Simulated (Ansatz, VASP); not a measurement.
## One calculation of Cu, two programs

File INCAR:

```
SYSTEM = Cu
  PREC = Accurate
  ENCUT = 520
  EDIFF = 1E-7
  ISMEAR = 1
  SIGMA = 0.1
  LREAL = .FALSE.
  LASPH = .TRUE.
  NELM = 100
  ALGO = Normal
  ISIF = 2
  LWAVE = .FALSE.
  LCHARG = .FALSE.
  GGA = PS
  NBANDS = 12
```

The input KPOINTS:

```
Automatic mesh
0
G
  39 39 39
  0 0 0
```

Contents of POSCAR:

```
Cu
1.0
    0.0000000000      1.7815755880      1.7815755880
    1.7815755880      0.0000000000      1.7815755880
    1.7815755880      1.7815755880      0.0000000000
Cu
1
Direct
    0.0000000000      0.0000000000      0.0000000000
```

Input for Ansatz:

```yaml
crystal:
  lattice:
    - [0.0, 1.781575588, 1.781575588]
    - [1.781575588, 0.0, 1.781575588]
    - [1.781575588, 1.781575588, 0.0]
  atoms:
    - { symbol: Cu, position: [0.0, 0.0, 0.0] }
kpoints:
  mp_grid: { grid: [39, 39, 39] }
scf:
  occupations: { method: cold, width: 0.1 }
hamiltonian:
  xc: pbesol
  pseudopotentials: { kind: paw, azcp: { folder: soft_1 } }
output:
  forces: true
  stress: true
  populations: false
```

Alike in both runs: task single point; functional PBEsol; k mesh 39 × 39 × 39; no spin polarisation.

|  | VASP | Ansatz |
| --- | --- | --- |
| version | VASP 6.6.1 | Ansatz 0.2.0 |
| potentials or method | VASP PAW PBE potentials, release 64 (Cu) | plane-wave PAW, scalar-relativistic |
| plane-wave cutoff (eV) | 520 | 420 |
| occupations | methfessel-paxton of order 1, width 0.1 eV | cold, width 0.1 eV |
| valence electrons in the cell | 11 | 19 |

|  | VASP | Ansatz | Ansatz less VASP |
| --- | --- | --- | --- |
| pressure (GPa) | 0.8 | 0.0 | -0.76 |

VASP's potentials were made for PBE, not for PBEsol, and Ansatz warns of the same on its side. VASP's potentials hold 11 valence electrons a cell and Ansatz's 19, so a difference there can come from the potentials and not from the codes.
